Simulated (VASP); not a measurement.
# TiB (Fm-3m) in VASP: a series of runs

The runs below take TiB through single point, with PBEsol.

Everything below comes from runs of VASP 6.6.1. Logs are shortened: lines on timing, memory, paths and dates and some standing lists are left out, and cuts for length are marked.

## (1) The cell of the first run

The structure is cubic, space group Fm-3m (No. 225). Conventional cell: a = 4.490 Å, b = 4.490 Å, c = 4.490 Å, α = 90.00°, β = 90.00°, γ = 90.00°. Within 3.0 Å of Ti (site symmetry m-3m) lie 6 B at 2.24 Å. B (site symmetry m-3m) has 6 Ti at 2.24 Å within 3.0 Å.

## (2) Single point, PBEsol

INCAR

```
ALGO = Normal ; EDIFF = 1E-6
ENCUT = 500 ; GGA = PS
GGA_COMPAT = False ; ISIF = 2
ISMEAR = -1 ; LASPH = True
LCHARG = True ; LELF = True
LREAL = False ; LVHAR = True
LWAVE = False ; NBANDS = 14
NELM = 120 ; PREC = Accurate
SIGMA = 0.05
```

KPOINTS

```
k-points
0
Gamma
  9 9 9
```

POSCAR

```
TiB
1.0
    0.0000000000      2.2448248350      2.2448248350
    2.2448248350      0.0000000000      2.2448248350
    2.2448248350      2.2448248350      0.0000000000
Ti B
1 1
Direct
    0.0000000000      0.0000000000      0.0000000000
    0.5000000000      0.5000000000      0.5000000000
```

Potentials or basis: VASP PAW PBE potentials, release 64 (Ti_sv, B).

Run with:

```sh
$ cat potpaw_PBE.64/Ti_sv/POTCAR potpaw_PBE.64/B/POTCAR > POTCAR
$ mpirun -np 1 vasp_std > vasp.out
```

OUTCAR:

```text
EDIFF = 1E-6
   ENCUT = 500
   GGA = PS
   ISIF = 2
   ISMEAR = -1
   LASPH = True
   LREAL = False
   NELM = 120
   PREC = Accurate

 ion  position               nearest neighbor table
   1  0.000  0.000  0.000-   2 2.24   2 2.24   2 2.24   2 2.24   2 2.24   2 2.24
   2  0.500  0.500  0.500-   1 2.24   1 2.24   1 2.24   1 2.24   1 2.24   1 2.24

  LATTYP: Found a face centered cubic cell.
 ALAT       =     4.4896496700

  Lattice vectors:

 A1 = (   0.0000000000,   2.2448248350,   2.2448248350)
 A2 = (   2.2448248350,   0.0000000000,   2.2448248350)
 A3 = (   2.2448248350,   2.2448248350,   0.0000000000)

Analysis of symmetry for initial positions (statically):
=====================================================================
 Subroutine PRICEL returns:
 Original cell was already a primitive cell.

 Routine SETGRP: Setting up the symmetry group for a
 face centered cubic supercell.

 Subroutine GETGRP returns: Found 48 space group operations
 (whereof 48 operations were pure point group operations)
 out of a pool of 48 trial point group operations.

The static configuration has the point symmetry O_h .

Analysis of symmetry for dynamics (positions and initial velocities):
=====================================================================
 Subroutine PRICEL returns:
 Original cell was already a primitive cell.

 Routine SETGRP: Setting up the symmetry group for a
 face centered cubic supercell.

 Subroutine GETGRP returns: Found 48 space group operations
 (whereof 48 operations were pure point group operations)
 out of a pool of 48 trial point group operations.

The dynamic configuration has the point symmetry O_h .

 Subroutine INISYM returns: Found 48 space group operations
 (whereof 48 operations are pure point group operations),
 and found     1 'primitive' translations

----------------------------------------------------------------------------------------

                                     Primitive cell

  volume of cell :      22.6244

  direct lattice vectors                    reciprocal lattice vectors
     0.000000000  2.244824835  2.244824835    -0.222734528  0.222734528  0.222734528
     2.244824835  0.000000000  2.244824835     0.222734528 -0.222734528  0.222734528
     2.244824835  2.244824835  0.000000000     0.222734528  0.222734528 -0.222734528

  length of vectors
     3.174661727  3.174661727  3.174661727     0.385787519  0.385787519  0.385787519

  position of ions in fractional coordinates (direct lattice)
     0.000000000  0.000000000  0.000000000
     0.500000000  0.500000000  0.500000000

  ion indices of the primitive-cell ions
[... 86 lines left out ...]
   NELECT =      15.0000    total number of electrons
   NUPDOWN=      -1.0000    fix difference up-down
   EMIN   =  10.00;   EMAX   =-10.00  energy-range for DOS
   EFERMI =   0.00;   METHOD = LEGACY
   ISMEAR =    -1;   SIGMA  =   0.05  broadening in eV -4-tet -1-fermi 0-gaus
   EFERMI_NEDOS =   21; number of points for ismear=-14 and -15
   IALGO  =     38    algorithm
   IMIX   =      4    mixing-type and parameters
     AMIX     =   0.40;   BMIX     =  1.00
     AMIX_MAG =   1.60;   BMIX_MAG =  1.00
  volume/ion in A,a.u.               =      11.31        76.34
  Fermi-wavevector in a.u.,A,eV,Ry     =   1.427511  2.697605 27.725784  2.037788
  Thomas-Fermi vector in A             =   2.547673
   LORBIT       =      0    0 simple, 1 ext, 2 COOP (PROOUT), +10 PAW based schemes
   GGA     = PS    functional components
   LHFCALC =     F    Hartree Fock is set to
   AEXX    =    0.0000 exact exchange contribution
   IVDW    =     0    specifies the selected vdW correction
   LEPSILON=     F    determine dielectric tensor
   LRPA    =     F    only Hartree local field effects (RPA)
 non-spin polarized calculation
  energy-cutoff  :      500.00
  volume of cell :       22.62
 maximum number of plane-waves:       589
   NGX = 11   NGY = 11   NGZ = 11

 number of electron      15.0000005 magnetization

 Free energy of the ion-electron system (eV)
  ---------------------------------------------------
  ext. energy  EPLUGINS =         0.00000000
  ---------------------------------------------------
  free energy    TOTEN  =       -16.07043905 eV

  energy without entropy =      -16.06309100  energy(sigma->0) =      -16.06676502

 E-fermi :   7.3102     XC(G=0): -12.1797

 val. band max:        7.1904671345   @ k =  -0.3333   0.4444   0.1111
 cond. band min:       7.3194002217   @ k =   0.3333   0.1111   0.0000
 fundamental gap:      0.1289330872
 Fermi energy:         7.3102026651

 k-point     1 :       0.0000    0.0000    0.0000
  band No.  band energies     occupation
      1     -48.1307      2.00000
      2     -24.3420      2.00000
      3     -24.3420      2.00000
      4     -24.3420      2.00000
      5      -1.7005      2.00000
      6       8.7824      0.00000
      7       8.7824      0.00000
      8       8.7824      0.00000
      9       9.7029      0.00000
     10       9.7029      0.00000
     11      11.9461      0.00000
     12      11.9461      0.00000
     13      11.9461      0.00000
     14      21.1391      0.00000
[... 377 lines left out ...]
      1     -48.0695      2.00000
      2     -24.6500      2.00000
      3     -24.4617      2.00000
      4     -24.4617      2.00000
      5       1.4489      2.00000
      6       5.3454      2.00000
      7       6.6861      1.99999
      8       9.4206      0.00000
      9       9.4206      0.00000
     10      10.5874      0.00000
     11      11.5702      0.00000
     12      11.5702      0.00000
     13      14.5570      0.00000
     14      19.5370      0.00000

 [... further k-points ...]

------------------------ aborting loop because EDIFF is reached ----------------------------------------

  FORCE on cell =-STRESS in cart. coord.  units (eV):
  Direction    XX          YY          ZZ          XY          YZ          ZX
  --------------------------------------------------------------------------------------
  -------------------------------------------------------------------------------------
  Total        0.0028825      0.0028825      0.0028825      0.0000000      0.0000000     -0.0000000
  in kB        0.2041248      0.2041248      0.2041248      0.0000000      0.0000000     -0.0000000
  external PRESSURE =       0.2041248 kB  Pullay stress =       0.0000000 kB

 VOLUME and BASIS-vectors are now :
 -----------------------------------------------------------------------------
  energy-cutoff  :      500.00
  volume of cell :       22.62
      direct lattice vectors                 reciprocal lattice vectors
     0.000000000  2.244824835  2.244824835    -0.222734528  0.222734528  0.222734528
     2.244824835  0.000000000  2.244824835     0.222734528 -0.222734528  0.222734528
     2.244824835  2.244824835  0.000000000     0.222734528  0.222734528 -0.222734528

 POSITION                                       TOTAL-FORCE (eV/Angst)
 -----------------------------------------------------------------------------------
      0.00000      0.00000      0.00000         0.000000     -0.000000      0.000000
      2.24482      2.24482      2.24482        -0.000000      0.000000     -0.000000
 -----------------------------------------------------------------------------------
    total drift:                                0.000000     -0.000000     -0.000000

  FREE ENERGIE OF THE ION-ELECTRON SYSTEM (eV)
  ---------------------------------------------------
  free  energy   TOTEN  =       -16.0704390507 eV

  energy  without entropy=      -16.0630909964  energy(sigma->0) =      -16.06676502
```

OSZICAR:

```text
N       E                     dE             d eps       ncg     rms          rms(c)
DAV:   1     0.103549879172E+03    0.10355E+03   -0.71438E+03   988   0.114E+03
DAV:   2    -0.134650558132E+02   -0.11701E+03   -0.11200E+03  1028   0.316E+02
DAV:   3    -0.194012721504E+02   -0.59362E+01   -0.58421E+01  1412   0.702E+01
DAV:   4    -0.195742077560E+02   -0.17294E+00   -0.17264E+00  1156   0.108E+01
DAV:   5    -0.195808069840E+02   -0.65992E-02   -0.65991E-02  1334   0.170E+00    0.153E+01
DAV:   6    -0.161072655377E+02    0.34735E+01   -0.71386E+00  1270   0.439E+01    0.331E+00
DAV:   7    -0.160678559051E+02    0.39410E-01   -0.65398E-01  1070   0.107E+01    0.277E+00
DAV:   8    -0.160706132685E+02   -0.27574E-02   -0.52257E-02  1374   0.263E+00    0.531E-01
DAV:   9    -0.160707709638E+02   -0.15770E-03   -0.10045E-02  1132   0.137E+00    0.281E-01
DAV:  10    -0.160705805074E+02    0.19046E-03   -0.63203E-04  1224   0.247E-01    0.163E-01
DAV:  11    -0.160704429433E+02    0.13756E-03   -0.21343E-04  1130   0.207E-01    0.223E-02
DAV:  12    -0.160704391587E+02    0.37847E-05   -0.17090E-05  1028   0.597E-02    0.317E-03
DAV:  13    -0.160704390507E+02    0.10799E-06   -0.51409E-07   794   0.925E-03
   1 F= -.16070439E+02 E0= -.16066765E+02  d E =-.734805E-02
```

Run time: 21 s. Hardware: 1 thread of Intel Xeon 8259CL, shared host; peak memory 0.14 GiB.

What came out:

| Property | Result |
| --- | --- |
| Free energy | -16.0704 eV |
| Pressure | 0.0 GPa |
| Band gap on the k mesh | zero (an odd number of electrons rules out a gap without spin polarisation) |

Levels at points of the mesh, in eV from the Fermi level:
```
           k point  band 3  band 4  band 5  band 6  band 7  band 8  band 9  band 10  band 11  band 12
(0.00, 0.00, 0.00)  -31.65  -31.65   -9.01    1.47    1.47    1.47    2.39     2.39     4.64     4.64
```

Caveat: the PAW data sets were made with another functional, which shifts forces and pressure a little.

## (3) Single point, PBEsol

This run uses another cell than the first one, of 11.48 Å³/atom.

INCAR

```
SYSTEM = TiB
PREC = Accurate
ENCUT = 500
EDIFF = 1E-6
ISMEAR = -1
SIGMA = 0.05
LREAL = .FALSE.
LASPH = .TRUE.
NELM = 120
ALGO = Normal
ISIF = 2
LWAVE = .FALSE.
LCHARG = .FALSE.
GGA = PS
NBANDS = 14
GGA_COMPAT = .FALSE.
```

KPOINTS

```
regular mesh
0
G
  9 9 9
  0 0 0
```

POSCAR

```
TiB
1.0
    0.0000000000      2.2559933016      2.2559933016
    2.2559933016      0.0000000000      2.2559933016
    2.2559933016      2.2559933016      0.0000000000
Ti B
1 1
Direct
    0.0000000000      0.0000000000      0.0000000000
    0.5000000000      0.5000000000      0.5000000000
```

Potentials or basis: VASP PAW PBE potentials, release 64 (Ti_sv, B).

Run with:

```sh
$ cat potpaw_PBE.64/Ti_sv/POTCAR potpaw_PBE.64/B/POTCAR > POTCAR
$ mpirun -np 1 vasp_std > vasp.out
```

OUTCAR:

```text
SYSTEM = TiB
   PREC = Accurate
   ENCUT = 500
   EDIFF = 1E-6
   ISMEAR = -1
   LREAL = .FALSE.
   LASPH = .TRUE.
   NELM = 120
   ISIF = 2
   GGA = PS

 ion  position               nearest neighbor table
   1  0.000  0.000  0.000-   2 2.26   2 2.26   2 2.26   2 2.26   2 2.26   2 2.26
   2  0.500  0.500  0.500-   1 2.26   1 2.26   1 2.26   1 2.26   1 2.26   1 2.26

  LATTYP: Found a face centered cubic cell.
 ALAT       =     4.5119866032

  Lattice vectors:

 A1 = (   0.0000000000,   2.2559933016,   2.2559933016)
 A2 = (   2.2559933016,   0.0000000000,   2.2559933016)
 A3 = (   2.2559933016,   2.2559933016,   0.0000000000)

Analysis of symmetry for initial positions (statically):
=====================================================================
 Subroutine PRICEL returns:
 Original cell was already a primitive cell.

 Routine SETGRP: Setting up the symmetry group for a
 face centered cubic supercell.

 Subroutine GETGRP returns: Found 48 space group operations
 (whereof 48 operations were pure point group operations)
 out of a pool of 48 trial point group operations.

The static configuration has the point symmetry O_h .

Analysis of symmetry for dynamics (positions and initial velocities):
=====================================================================
 Subroutine PRICEL returns:
 Original cell was already a primitive cell.

 Routine SETGRP: Setting up the symmetry group for a
 face centered cubic supercell.

 Subroutine GETGRP returns: Found 48 space group operations
 (whereof 48 operations were pure point group operations)
 out of a pool of 48 trial point group operations.

The dynamic configuration has the point symmetry O_h .

 Subroutine INISYM returns: Found 48 space group operations
 (whereof 48 operations are pure point group operations),
 and found     1 'primitive' translations

----------------------------------------------------------------------------------------

                                     Primitive cell

  volume of cell :      22.9638

  direct lattice vectors                    reciprocal lattice vectors
     0.000000000  2.255993302  2.255993302    -0.221631864  0.221631864  0.221631864
     2.255993302  0.000000000  2.255993302     0.221631864 -0.221631864  0.221631864
     2.255993302  2.255993302  0.000000000     0.221631864  0.221631864 -0.221631864

  length of vectors
     3.190456324  3.190456324  3.190456324     0.383877649  0.383877649  0.383877649

  position of ions in fractional coordinates (direct lattice)
     0.000000000  0.000000000  0.000000000
     0.500000000  0.500000000  0.500000000

  ion indices of the primitive-cell ions
   primitive index   ion index
                 1           1
                 2           2

----------------------------------------------------------------------------------------

 KPOINTS: regular mesh

Automatic generation of k-mesh.
 Grid dimensions read from file:
 generate k-points for:    9    9    9

 Generating k-lattice:

  Cartesian coordinates                     Fractional coordinates (reciprocal lattice)
    -0.024625763  0.024625763  0.024625763     0.111111111  0.000000000  0.000000000
[... 38 lines left out ...]
 -0.333333  0.333333  0.000000     12.000000
  0.444444  0.444444  0.000000      6.000000
 [... further k-points ...]
   k-points           NKPTS =     35   k-points in BZ     NKDIM =     35   number of bands    NBANDS=     14
   number of dos      NEDOS =    301   number of ions     NIONS =      2
   total plane-waves  NPLWV =  13824
   dimension x,y,z NGX =    24 NGY =   24 NGZ =   24
   dimension x,y,z NGXF=    48 NGYF=   48 NGZF=   48
   ions per type =               1   1
   NGX,Y,Z   is equivalent  to a cutoff of  12.51, 12.51, 12.51 a.u.
   NGXF,Y,Z  is equivalent  to a cutoff of  25.01, 25.01, 25.01 a.u.
 SYSTEM =  TiB
   PREC   = accura    normal or accurate (medium, high low for compatibility)
   ISTART =      0    job   : 0-new  1-cont  2-samecut
   ICHARG =      2    charge: 1-file 2-atom 10-const
   ISPIN  =      1    spin polarized calculation?
   LNONCOLLINEAR =      F non collinear calculations
   LSORBIT =      F    spin-orbit coupling
   LASPH  =      T    aspherical Exc in radial PAW
   ENCUT  =  500.0 eV  36.75 Ry    6.06 a.u.   5.82  5.82  5.82*2*pi/ulx,y,z
   NELM   =    120;   NELMIN=  2; NELMDL= -5     # of ELM steps
   EDIFF  = 0.1E-05   stopping-criterion for ELM
   LREAL  =      F    real-space projection
   EDIFFG = 0.1E-04   stopping-criterion for IOM
   NSW    =      0    number of steps for IOM
   IBRION =     -1    ionic relax: 0-MD 1-quasi-New 2-CG
   NFREE  =      0    steps in history (QN), initial steepest desc. (CG)
   ISIF   =      2    stress and relaxation
   ISYM   =      2    0-nonsym 1-usesym 2-fastsym
   POTIM  = 0.5000    time-step for ionic-motion
   TEBEG  =    0.0;   TEEND  =   0.0 temperature during run
   PSTRESS=    0.0 pullay stress
   NELECT =      15.0000    total number of electrons
   NUPDOWN=      -1.0000    fix difference up-down
   EMIN   =  10.00;   EMAX   =-10.00  energy-range for DOS
   EFERMI =   0.00;   METHOD = LEGACY
   ISMEAR =    -1;   SIGMA  =   0.05  broadening in eV -4-tet -1-fermi 0-gaus
   EFERMI_NEDOS =   21; number of points for ismear=-14 and -15
   IALGO  =     38    algorithm
   IMIX   =      4    mixing-type and parameters
     AMIX     =   0.40;   BMIX     =  1.00
     AMIX_MAG =   1.60;   BMIX_MAG =  1.00
  volume/ion in A,a.u.               =      11.48        77.48
  Fermi-wavevector in a.u.,A,eV,Ry     =   1.420444  2.684250 27.451946  2.017661
  Thomas-Fermi vector in A             =   2.541359
   LORBIT       =      0    0 simple, 1 ext, 2 COOP (PROOUT), +10 PAW based schemes
   GGA     = PS    functional components
   LHFCALC =     F    Hartree Fock is set to
   AEXX    =    0.0000 exact exchange contribution
   IVDW    =     0    specifies the selected vdW correction
   LEPSILON=     F    determine dielectric tensor
   LRPA    =     F    only Hartree local field effects (RPA)
 non-spin polarized calculation
  energy-cutoff  :      500.00
  volume of cell :       22.96
 maximum number of plane-waves:       592
   NGX = 11   NGY = 11   NGZ = 11

 number of electron      15.0000005 magnetization

 Free energy of the ion-electron system (eV)
  ---------------------------------------------------
  ext. energy  EPLUGINS =         0.00000000
  ---------------------------------------------------
  free energy    TOTEN  =       -16.06781871 eV

  energy without entropy =      -16.06040272  energy(sigma->0) =      -16.06411072

 E-fermi :   7.1704     XC(G=0): -12.1089

 val. band max:        7.0468964154   @ k =  -0.3333   0.4444   0.1111
 cond. band min:       7.1815159655   @ k =   0.3333   0.1111   0.0000
 fundamental gap:      0.1346195501
 Fermi energy:         7.1704232265

 k-point     1 :       0.0000    0.0000    0.0000
  band No.  band energies     occupation
      1     -48.3226      2.00000
      2     -24.5384      2.00000
      3     -24.5384      2.00000
      4     -24.5384      2.00000
      5      -1.7947      2.00000
      6       8.6254      0.00000
      7       8.6254      0.00000
      8       8.6254      0.00000
      9       9.5225      0.00000
     10       9.5225      0.00000
     11      11.7514      0.00000
     12      11.7514      0.00000
     13      11.7514      0.00000
     14      20.9257      0.00000
[... 377 lines left out ...]
      1     -48.2655      2.00000
      2     -24.8297      2.00000
      3     -24.6518      2.00000
      4     -24.6518      2.00000
      5       1.3362      2.00000
      6       5.2035      2.00000
      7       6.5722      1.99999
      8       9.2422      0.00000
      9       9.2422      0.00000
     10      10.3873      0.00000
     11      11.3513      0.00000
     12      11.3513      0.00000
     13      14.2682      0.00000
     14      19.1707      0.00000

 [... further k-points ...]

------------------------ aborting loop because EDIFF is reached ----------------------------------------

  FORCE on cell =-STRESS in cart. coord.  units (eV):
  Direction    XX          YY          ZZ          XY          YZ          ZX
  --------------------------------------------------------------------------------------
  -------------------------------------------------------------------------------------
  Total       -0.3822335     -0.3822335     -0.3822335      0.0000000      0.0000000     -0.0000000
  in kB      -26.6683348    -26.6683348    -26.6683348      0.0000000      0.0000000     -0.0000000
  external PRESSURE =     -26.6683348 kB  Pullay stress =       0.0000000 kB

 VOLUME and BASIS-vectors are now :
 -----------------------------------------------------------------------------
  energy-cutoff  :      500.00
  volume of cell :       22.96
      direct lattice vectors                 reciprocal lattice vectors
     0.000000000  2.255993302  2.255993302    -0.221631864  0.221631864  0.221631864
     2.255993302  0.000000000  2.255993302     0.221631864 -0.221631864  0.221631864
     2.255993302  2.255993302  0.000000000     0.221631864  0.221631864 -0.221631864

 POSITION                                       TOTAL-FORCE (eV/Angst)
 -----------------------------------------------------------------------------------
      0.00000      0.00000      0.00000         0.000000      0.000000     -0.000000
      2.25599      2.25599      2.25599        -0.000000     -0.000000      0.000000
 -----------------------------------------------------------------------------------
    total drift:                                0.000000     -0.000000     -0.000000

  FREE ENERGIE OF THE ION-ELECTRON SYSTEM (eV)
  ---------------------------------------------------
  free  energy   TOTEN  =       -16.0678187149 eV

  energy  without entropy=      -16.0604027199  energy(sigma->0) =      -16.06411072
```

Run time: 19 s. Hardware: 1 thread of Intel Xeon 8259CL, shared host; peak memory 0.14 GiB.

Results:

* Free energy: -16.0678 eV
* Pressure: -2.7 GPa
* Band gap on the k mesh: zero (an odd number of electrons rules out a gap without spin polarisation)

Caveat: the PAW data sets were made with another functional, which shifts forces and pressure a little.
